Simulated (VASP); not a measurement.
# SiW3 (I4/mmm) in VASP: further runs

SiW3 is run at these levels: PBE; tasks: single point.

Program: VASP 6.6.1. These are calculated values, not measurements. Logs are shortened: lines on timing, memory, paths and dates and some standing lists are left out, and cuts for length are marked.

## Step 1: The cell of the first run

Symmetry: I4/mmm, No. 139, tetragonal system. Conventional cell: a = 5.208 Å, b = 5.208 Å, c = 5.077 Å, α = 90.00°, β = 90.00°, γ = 90.00°. Si (site symmetry 4/mmm) has 6 W at 2.54 to 2.60 Å within 3.4 Å. W (site symmetry 4/mmm) has 2 Si at 2.54 Å and 4 W at 2.60 Å within 3.4 Å. W (site symmetry mmm) has 4 W at 2.54 to 2.60 Å and 2 Si at 2.60 Å within 3.4 Å.

## Step 2: Single point, PBE (strain +0.000 along x and y, -0.025 along z)

Input file INCAR:

```
SYSTEM = SiW3
ALGO = Fast ; EDIFF = 1E-6
ENCUT = 520 ; GGA = PE
ISIF = 2 ; ISMEAR = 0
LASPH = .True. ; LCHARG = .False.
LREAL = .False. ; LWAVE = .False.
NBANDS = 31 ; NELM = 60
PREC = Accurate ; SIGMA = 0.15
```

Input file KPOINTS:

```
k-points
0
Gamma
  14 14 14
  0 0 0
```

Input file POSCAR:

```
SiW3
1.0
   -2.6037661908      2.6037661908      2.5386720360
    2.6037661908     -2.6037661908      2.5386720360
    2.6037661908      2.6037661908     -2.5386720360
Si W
1 3
Direct
    0.0000000000      0.0000000000      0.0000000000
    0.5000000000      0.5000000000      0.0000000000
    0.5000000000      0.0000000000      0.5000000000
    0.0000000000      0.5000000000      0.5000000000
```

Potentials or basis: VASP PAW PBE potentials, release 64 (Si, W_sv).

Command:

```
cat potpaw_PBE.64/Si/POTCAR potpaw_PBE.64/W_sv/POTCAR > POTCAR
mpirun -np 1 vasp_std > vasp.out
```

OUTCAR:

```text
SYSTEM = SiW3
   EDIFF = 1E-6
   ENCUT = 520
   GGA = PE
   ISIF = 2
   ISMEAR = 0
   LASPH = .True.
   LREAL = .False.
   NELM = 60
   PREC = Accurate

 ion  position               nearest neighbor table
   1  0.000  0.000  0.000-   2 2.54   2 2.54   4 2.60   4 2.60   3 2.60   3 2.60
   2  0.500  0.500  0.000-   1 2.54   1 2.54   4 2.60   3 2.60   4 2.60   3 2.60
   3  0.500  0.000  0.500-   4 2.54   4 2.54   1 2.60   2 2.60   1 2.60   2 2.60
   4  0.000  0.500  0.500-   3 2.54   3 2.54   1 2.60   1 2.60   2 2.60   2 2.60

  LATTYP: Found a body centered tetragonal cell.
 ALAT       =     5.2075323816
 C/A-ratio  =     0.9750000000

  Lattice vectors:

 A1 = (  -2.6037661908,   2.6037661908,   2.5386720360)
 A2 = (   2.6037661908,  -2.6037661908,   2.5386720360)
 A3 = (   2.6037661908,   2.6037661908,  -2.5386720360)

Analysis of symmetry for initial positions (statically):
=====================================================================
 Subroutine PRICEL returns:
 Original cell was already a primitive cell.

 Routine SETGRP: Setting up the symmetry group for a
 body centered tetragonal supercell.

 Subroutine GETGRP returns: Found 16 space group operations
 (whereof 16 operations were pure point group operations)
 out of a pool of 16 trial point group operations.

The static configuration has the point symmetry D_4h.

Analysis of symmetry for dynamics (positions and initial velocities):
=====================================================================
 Subroutine PRICEL returns:
 Original cell was already a primitive cell.

 Routine SETGRP: Setting up the symmetry group for a
 body centered tetragonal supercell.

 Subroutine GETGRP returns: Found 16 space group operations
 (whereof 16 operations were pure point group operations)
 out of a pool of 16 trial point group operations.

The dynamic configuration has the point symmetry D_4h.

 Subroutine INISYM returns: Found 16 space group operations
 (whereof 16 operations are pure point group operations),
 and found     1 'primitive' translations

----------------------------------------------------------------------------------------

                                     Primitive cell

  volume of cell :      68.8447

  direct lattice vectors                    reciprocal lattice vectors
    -2.603766191  2.603766191  2.538672036     0.000000000  0.192029531  0.196953365
     2.603766191 -2.603766191  2.538672036     0.192029531  0.000000000  0.196953365
     2.603766191  2.603766191 -2.538672036     0.192029531  0.192029531  0.000000000

  length of vectors
     4.472589011  4.472589011  4.472589011     0.275074478  0.275074478  0.271570767

  position of ions in fractional coordinates (direct lattice)
     0.000000000  0.000000000  0.000000000
     0.500000000  0.500000000  0.000000000
     0.500000000  0.000000000  0.500000000
     0.000000000  0.500000000  0.500000000

  ion indices of the primitive-cell ions
   primitive index   ion index
                 1           1
                 2           2
                 3           3
                 4           4

----------------------------------------------------------------------------------------

 KPOINTS: k-points

Automatic generation of k-mesh.
 Grid dimensions read from file:
 generate k-points for:   14   14   14

 Generating k-lattice:

  Cartesian coordinates                     Fractional coordinates (reciprocal lattice)
     0.000000000  0.013716395  0.014068097     0.071428571  0.000000000  0.000000000
     0.013716395  0.000000000  0.014068097     0.000000000  0.071428571  0.000000000
     0.013716395  0.013716395  0.000000000     0.000000000  0.000000000  0.071428571

  Length of vectors
     0.019648177  0.019648177  0.019397912

  Shift w.r.t. Gamma in fractional coordinates (k-lattice)
     0.000000000  0.000000000  0.000000000

 Subroutine IBZKPT returns following result:
 ===========================================

 Found    244 irreducible k-points:

 Following reciprocal coordinates:
            Coordinates               Weight
  0.000000  0.000000  0.000000      1.000000
  0.071429 -0.000000  0.000000      8.000000
  0.142857 -0.000000  0.000000      8.000000
  0.214286 -0.000000  0.000000      8.000000
  0.285714  0.000000  0.000000      8.000000
  0.357143 -0.000000  0.000000      8.000000
[... 16 lines left out ...]
  0.214286  0.142857  0.000000     16.000000
  0.285714  0.142857  0.000000     16.000000
 [... further k-points ...]
   k-points           NKPTS =    244   k-points in BZ     NKDIM =    244   number of bands    NBANDS=     31
   number of dos      NEDOS =    301   number of ions     NIONS =      4
   total plane-waves  NPLWV =  46656
   dimension x,y,z NGX =    36 NGY =   36 NGZ =   36
   dimension x,y,z NGXF=    72 NGYF=   72 NGZF=   72
   ions per type =               1   3
   NGX,Y,Z   is equivalent  to a cutoff of  13.38, 13.38, 13.38 a.u.
   NGXF,Y,Z  is equivalent  to a cutoff of  26.76, 26.76, 26.76 a.u.
 SYSTEM =  SiW3
   PREC   = accura    normal or accurate (medium, high low for compatibility)
   ISTART =      0    job   : 0-new  1-cont  2-samecut
   ICHARG =      2    charge: 1-file 2-atom 10-const
   ISPIN  =      1    spin polarized calculation?
   LNONCOLLINEAR =      F non collinear calculations
   LSORBIT =      F    spin-orbit coupling
   LASPH  =      T    aspherical Exc in radial PAW
   ENCUT  =  520.0 eV  38.22 Ry    6.18 a.u.   8.32  8.32  8.32*2*pi/ulx,y,z
   NELM   =     60;   NELMIN=  2; NELMDL= -5     # of ELM steps
   EDIFF  = 0.1E-05   stopping-criterion for ELM
   LREAL  =      F    real-space projection
   EDIFFG = 0.1E-04   stopping-criterion for IOM
   NSW    =      0    number of steps for IOM
   IBRION =     -1    ionic relax: 0-MD 1-quasi-New 2-CG
   NFREE  =      0    steps in history (QN), initial steepest desc. (CG)
   ISIF   =      2    stress and relaxation
   ISYM   =      2    0-nonsym 1-usesym 2-fastsym
   POTIM  = 0.5000    time-step for ionic-motion
   TEBEG  =    0.0;   TEEND  =   0.0 temperature during run
   PSTRESS=    0.0 pullay stress
   NELECT =      46.0000    total number of electrons
   NUPDOWN=      -1.0000    fix difference up-down
   EMIN   =  10.00;   EMAX   =-10.00  energy-range for DOS
   EFERMI =   0.00;   METHOD = LEGACY
   ISMEAR =     0;   SIGMA  =   0.15  broadening in eV -4-tet -1-fermi 0-gaus
   EFERMI_NEDOS =   21; number of points for ismear=-14 and -15
   IALGO  =     68    algorithm
   IMIX   =      4    mixing-type and parameters
     AMIX     =   0.40;   BMIX     =  1.00
     AMIX_MAG =   1.60;   BMIX_MAG =  1.00
  volume/ion in A,a.u.               =      17.21       116.15
  Fermi-wavevector in a.u.,A,eV,Ry     =   1.431212  2.704598 27.869730  2.048367
  Thomas-Fermi vector in A             =   2.550973
   LORBIT       =      0    0 simple, 1 ext, 2 COOP (PROOUT), +10 PAW based schemes
   GGA     = PE    functional components
   LHFCALC =     F    Hartree Fock is set to
   AEXX    =    0.0000 exact exchange contribution
   IVDW    =     0    specifies the selected vdW correction
   LEPSILON=     F    determine dielectric tensor
   LRPA    =     F    only Hartree local field effects (RPA)
 non-spin polarized calculation
 RMM-DIIS sequential band-by-band and
 Gauss-broadening in eV      SIGMA  =   0.15
  energy-cutoff  :      520.00
  volume of cell :       68.84
 maximum number of plane-waves:      1880
 NGX is ok and might be reduce to    36
   NGX = 17   NGY = 17   NGZ = 17

 number of electron      46.0000005 magnetization

 Free energy of the ion-electron system (eV)
  ---------------------------------------------------
  ext. energy  EPLUGINS =         0.00000000
  ---------------------------------------------------
  free energy    TOTEN  =       -38.84593139 eV

  energy without entropy =      -38.79402988  energy(sigma->0) =      -38.81998063

 E-fermi :   9.4247     XC(G=0): -12.3938

 val. band max:        9.4220432243   @ k =  -0.1429   0.3571   0.0714
 cond. band min:       9.4264635699   @ k =   0.4286   0.3571   0.0714
 fundamental gap:      0.0044203456
 Fermi energy:         9.4247256151

 k-point     1 :       0.0000    0.0000    0.0000
  band No.  band energies     occupation
      1     -64.5643      2.00000
      2     -64.3928      2.00000
      3     -64.3669      2.00000
      4     -29.5102      2.00000
      5     -29.3355      2.00000
      6     -29.3355      2.00000
[... 23 lines left out ...]
     30      13.3791      0.00000
     31      14.9103      0.00000

 k-point     2 :       0.0714   -0.0000    0.0000
  band No.  band energies     occupation
      1     -64.5621      2.00000
      2     -64.3932      2.00000
      3     -64.3687      2.00000
      4     -29.4912      2.00000
      5     -29.3358      2.00000
      6     -29.3199      2.00000
[... 23 lines left out ...]
     30      13.2382      0.00000
     31      14.7111      0.00000

 k-point     3 :       0.1429   -0.0000    0.0000
  band No.  band energies     occupation
      1     -64.5556      2.00000
      2     -64.3948      2.00000
      3     -64.3738      2.00000
      4     -29.4349      2.00000
      5     -29.3366      2.00000
      6     -29.2738      2.00000
[... 23 lines left out ...]
     30      12.9712      0.00000
     31      14.1691      0.00000

 k-point     4 :       0.2143   -0.0000    0.0000
  band No.  band energies     occupation
      1     -64.5453      2.00000
      2     -64.3990      2.00000
      3     -64.3800      2.00000
      4     -29.3437      2.00000
      5     -29.3378      2.00000
      6     -29.1990      2.00000
[... 23 lines left out ...]
     30      12.8314      0.00000
     31      13.5271      0.00000

 k-point     5 :       0.2857    0.0000    0.0000
  band No.  band energies     occupation
      1     -64.5319      2.00000
      2     -64.4081      2.00000
      3     -64.3845      2.00000
      4     -29.3390      2.00000
      5     -29.2218      2.00000
      6     -29.0993      2.00000
[... 23 lines left out ...]
     30      12.6764      0.00000
     31      12.7033      0.00000
[... 542 lines left out ...]
     30      13.3205      0.00000
     31      14.6604      0.00000

 k-point    22 :       0.1429    0.1429    0.0000
  band No.  band energies     occupation
      1     -64.5380      2.00000
      2     -64.3947      2.00000
      3     -64.3917      2.00000
      4     -29.2774      2.00000
      5     -29.2746      2.00000
      6     -29.2188      2.00000
[... 23 lines left out ...]
     30      12.9552      0.00000
     31      13.3711      0.00000

 k-point    23 :       0.2143    0.1429    0.0000
  band No.  band energies     occupation
      1     -64.5247      2.00000
      2     -64.4093      2.00000
      3     -64.3906      2.00000
      4     -29.2776      2.00000
      5     -29.2028      2.00000
      6     -29.0690      2.00000
[... 23 lines left out ...]
     30      12.7700      0.00000
     31      13.6901      0.00000

 k-point    24 :       0.2857    0.1429    0.0000
  band No.  band energies     occupation
      1     -64.5099      2.00000
      2     -64.4255      2.00000
      3     -64.3894      2.00000
      4     -29.2793      2.00000
      5     -29.1064      2.00000
      6     -28.9016      2.00000
[... 23 lines left out ...]
     30      12.7621      0.00000
     31      13.2328      0.00000

 [... further k-points ...]
[... 5 lines left out ...]
  --------------------------------------------------------------------------------------
  -------------------------------------------------------------------------------------
  Total        1.1528902      1.1528902      5.1301384      0.0000000      0.0000000      0.0000000
  in kB       26.8304511     26.8304511    119.3903175      0.0000000      0.0000000      0.0000000
  external PRESSURE =      57.6837399 kB  Pullay stress =       0.0000000 kB

 VOLUME and BASIS-vectors are now :
 -----------------------------------------------------------------------------
  energy-cutoff  :      520.00
  volume of cell :       68.84
      direct lattice vectors                 reciprocal lattice vectors
    -2.603766191  2.603766191  2.538672036     0.000000000  0.192029531  0.196953365
     2.603766191 -2.603766191  2.538672036     0.192029531  0.000000000  0.196953365
     2.603766191  2.603766191 -2.538672036     0.192029531  0.192029531  0.000000000

 POSITION                                       TOTAL-FORCE (eV/Angst)
 -----------------------------------------------------------------------------------
      0.00000      0.00000      0.00000         0.000000     -0.000000      0.000000
      0.00000      0.00000      2.53867         0.000000     -0.000000     -0.000000
      0.00000      2.60377      0.00000        -0.000000      0.000000      0.000000
      2.60377      0.00000      0.00000         0.000000     -0.000000     -0.000000
 -----------------------------------------------------------------------------------
    total drift:                                0.000000      0.000000     -0.000000

  FREE ENERGIE OF THE ION-ELECTRON SYSTEM (eV)
  ---------------------------------------------------
  free  energy   TOTEN  =       -38.8459313933 eV

  energy  without entropy=      -38.7940298753  energy(sigma->0) =      -38.81998063
```

It took 4.6 min on 1 thread of Intel Xeon 6975P-C (Granite Rapids), shared host; peak memory 0.51 GiB.

What came out:

```yaml
Free_energy: -38.8459 eV
Pressure: 5.8 GPa
Band_gap_on_the_k_mesh: zero (bands 23 and 24 overlap by 1.73 eV)
```

Caveat: the cell differs from its parent crystal (strain +0.000 along x and y, -0.025 along z); the cell stands under pressure; spin-orbit coupling is left out, which moves the levels of the heavy elements.

## Step 3: Single point, PBE (strain -0.025 along x and y, -0.050 along z)

Input file INCAR:

```
PREC = Accurate ; ENCUT = 520
EDIFF = 1E-7 ; ISMEAR = 0
SIGMA = 0.15 ; LREAL = F
LASPH = T ; NELM = 80
ALGO = Fast ; ISIF = 2
LWAVE = F ; LCHARG = F
GGA = PE ; NBANDS = 31
```

Input file KPOINTS:

```
Automatic mesh
0
Gamma
  14 14 14
```

Input file POSCAR:

```
SiW3
1.0
   -2.5386720360      2.5386720360      2.4735778813
    2.5386720360     -2.5386720360      2.4735778813
    2.5386720360      2.5386720360     -2.4735778813
Si W
1 3
Direct
    0.0000000000      0.0000000000      0.0000000000
    0.5000000000      0.5000000000      0.0000000000
    0.5000000000      0.0000000000      0.5000000000
    0.0000000000      0.5000000000      0.5000000000
```

Potentials or basis: VASP PAW PBE potentials, release 64 (Si, W_sv).

Command:

```
cat potpaw_PBE.64/Si/POTCAR potpaw_PBE.64/W_sv/POTCAR > POTCAR
mpirun -np 1 vasp_std > vasp.out
```

It took 2.8 min on 1 thread of Intel Xeon 6975P-C (Granite Rapids), shared host; peak memory 0.46 GiB.

The run converged. Its results:

```
Free energy            : -38.3728 eV
Pressure               : 25.0 GPa
Band gap on the k mesh : zero (bands 23 and 24 overlap by 1.87 eV)
```

Stress tensor (GPa, compression positive):
```
20.67  0.00  0.00
 0.00 20.67  0.00
 0.00  0.00 33.79
```

Levels at points of the mesh, in eV from the Fermi level:
| k point | band 21 | band 22 | band 23 | band 24 | band 25 | band 26 |
| --- | --- | --- | --- | --- | --- | --- |
| (0.00, 0.00, 0.00) | -0.37 | -0.27 | 0.52 | 0.55 | 2.15 | 2.15 |
| (0.50, 0.00, 0.00) | -1.07 | -0.48 | -0.45 | -0.34 | -0.27 | 0.95 |
| (0.50, 0.50, 0.00) | -1.04 | -0.42 | -0.42 | -0.38 | -0.37 | 0.75 |
| (0.50, 0.50, 0.50) | -3.01 | -2.78 | -0.02 | 0.04 | 1.12 | 1.28 |

Caveat: the cell differs from its parent crystal (strain -0.025 along x and y, -0.050 along z); the cell stands under pressure; spin-orbit coupling is left out, which moves the levels of the heavy elements.
